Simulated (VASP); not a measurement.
Wanted: the native input for a VASP 6.6.1 run.

| Quantity | Value |
| --- | --- |
| Task | single point |
| Functional | LDA |
| Potentials or basis | VASP PAW LDA potentials, release 64 (Ta_pv) |
| Cutoff | 500 eV |
| k mesh | 11 × 11 × 11 |
| Occupations | methfessel-paxton, width 0.05 eV |
| Spin | no spin polarisation |
| Dipole correction | no |
| Further INCAR settings | ALGO = Normal; EDIFF = 1e-06; NBANDS = 12 |

The structure of Ta lies in POSCAR:

```
Ta
1.0
   -1.5695603932      1.5695603932      1.5695603932
    1.5695603932     -1.5695603932      1.5695603932
    1.5695603932      1.5695603932     -1.5695603932
Ta
1
Direct
    0.0000000000      0.0000000000      0.0000000000
```

These files were run (other wordings do the same):

INCAR

```
SYSTEM = Ta
ALGO = Normal
EDIFF = 1E-6
ENCUT = 500
GGA_COMPAT = .False.
ISIF = 2
ISMEAR = 1
LASPH = .True.
LCHARG = .True.
LELF = .True.
LREAL = .False.
LVHAR = .True.
LWAVE = .False.
NBANDS = 12
NELM = 120
PREC = Accurate
SIGMA = 0.05
```

KPOINTS

```
k-points
0
Gamma
  11 11 11
  0 0 0
```

Potentials or basis: VASP PAW LDA potentials, release 64 (Ta_pv).

Launch:

```console
$ cat potpaw_LDA.64/Ta_pv/POTCAR > POTCAR
$ mpirun -np 1 vasp_std > vasp.out
```

Results of the run:

* Pressure: 31.3 GPa
* Band gap on the k mesh: zero (an odd number of electrons rules out a gap without spin polarisation)

Caveat: the cell stands under pressure; spin-orbit coupling is left out, which moves the levels of the heavy elements.

Run time: 3.9 s on 1 thread of AMD EPYC 9R45 96-Core Processor (Zen 5), on a shared host, peak memory 0.09 GiB.
